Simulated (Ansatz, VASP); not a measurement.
## Two plane-wave programs on BN

File INCAR:

```
SYSTEM = BN
PREC = Accurate
ENCUT = 520
EDIFF = 1E-7
ISMEAR = 0
SIGMA = 0.05
LREAL = .FALSE.
LASPH = .TRUE.
NELM = 100
ALGO = Normal
ISIF = 2
LWAVE = .FALSE.
LCHARG = .FALSE.
GGA = PE
NBANDS = 16
```

File KPOINTS:

```
Automatic mesh
0
G
  6 6 6
  0 0 0
```

Contents of POSCAR:

```
BN
1.0
    0.0000000000     -1.8123937734     -1.8123937734
   -1.8123937734      0.0000000000     -1.8123937734
    1.8123937734      1.8123937734     -3.6247875468
B N
2 2
Direct
   -0.0063974680      0.0285243107      0.0000000000
    0.5063974680      0.4714756893      0.5000000000
    0.3684530531      0.4041907904      0.8750000000
    0.8815469469      0.8458092096      0.3750000000
```

Input for Ansatz:

```yaml
crystal:
  lattice:
    - [0.0, -1.8123937734, -1.8123937734]
    - [-1.8123937734, 0.0, -1.8123937734]
    - [1.8123937734, 1.8123937734, -3.6247875468]
  atoms:
    - { symbol: B, position: [-0.006397468, 0.0285243107, 0.0] }
    - { symbol: B, position: [0.506397468, 0.4714756893, 0.5] }
    - { symbol: "N", position: [0.3684530531, 0.4041907904, 0.875] }
    - { symbol: "N", position: [0.8815469469, 0.8458092096, 0.375] }
basis:
  ecutwfc: 520.0
kpoints:
  mp_grid: { grid: [6, 6, 6] }
hamiltonian:
  xc: pbe
scf:
  occupations: { method: gaussian, width: 0.05 }
output:
  forces: true
  stress: true
  eigenvalues: true
```

Change from the starting cell: mode 4 frozen in at -0.068 Å and mode 5 at +0.000 Å (largest displacements).

Alike in both runs: task single point; functional PBE; k mesh 6 × 6 × 6; occupations gaussian, width 0.05 eV; no spin polarisation.

|  | VASP | Ansatz |
| --- | --- | --- |
| version | VASP 6.6.1 | Ansatz 0.2.0 |
| potentials or method | VASP PAW PBE potentials, release 64 (B, N), cutoff 520 eV | scalar-relativistic, plane waves, PAW |
| valence electrons in the cell | 16 | 16 |

Ansatz gave:

```
gap on the k mesh at the Fermi level (eV)                     : 4.38
least direct gap on the mesh (eV)                             : 6.32
pressure (GPa)                                                : -0.1
traceless stress, the component that is largest in VASP (GPa) : 0.96
rms of the force components (eV/Å)                            : 0.417
```

Problem. Which values does VASP return?

Solution. gap on the k mesh at the Fermi level (eV): 4.36; least direct gap on the mesh (eV): 6.31; pressure (GPa): 0.1; traceless stress, the component that is largest in VASP (GPa): 0.96; rms of the force components (eV/Å): 0.417.

Atom by atom the forces differ by 0.000 eV/Å (rms over components). With one functional, cell and mesh, what is left measures potentials, basis and numerics.

The k mesh is coarse, so the values compare programs but aren't converged.
